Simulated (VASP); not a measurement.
## Cd: single point with PBE

Crystal: Cd.

```xyz
3
Lattice="4.9310 0.0000 0.0000 -2.4655 4.2704 0.0000 0.0000 0.0000 2.9664" Properties=species:S:1:pos:R:3 pbc="T T T"
Cd    0.0000    0.0000    0.0000
Cd    0.0000    2.8469    1.4832
Cd    2.4655    1.4235    1.4832
```

This isn't the form of Cd at room conditions, which is hcp.

```json
{"Program": "VASP 6.6.1", "Task": "single point", "Functional": "PBE", "Potentials or basis": "VASP PAW PBE potentials, release 64 (Cd)", "Cutoff": "520 eV", "k mesh": "9 × 9 × 13", "Occupations": "fermi-dirac, width 0.1 eV", "Spin": "no spin polarisation", "Dipole correction": "no", "Further INCAR settings": "ALGO = Normal; EDIFF = 1e-06; NBANDS = 25"}
```

```
Pressure               : 7.2 GPa
Band gap on the k mesh : zero (bands 18 and 19 overlap by 4.32 eV)
```

Levels at points of the mesh, in eV from the Fermi level:
```tsv
k point	band 15	band 16	band 17	band 18	band 19	band 20	band 21	band 22
(0.00, 0.00, 0.00)	-8.48	-8.48	0.41	0.64	0.75	0.75	0.77	0.77
```

Run time: 64 s on 1 thread of Oxide Virtual Turin-like Processor, with other jobs on the host, peak memory 0.21 GiB.

Caveat: the cell stands under pressure.
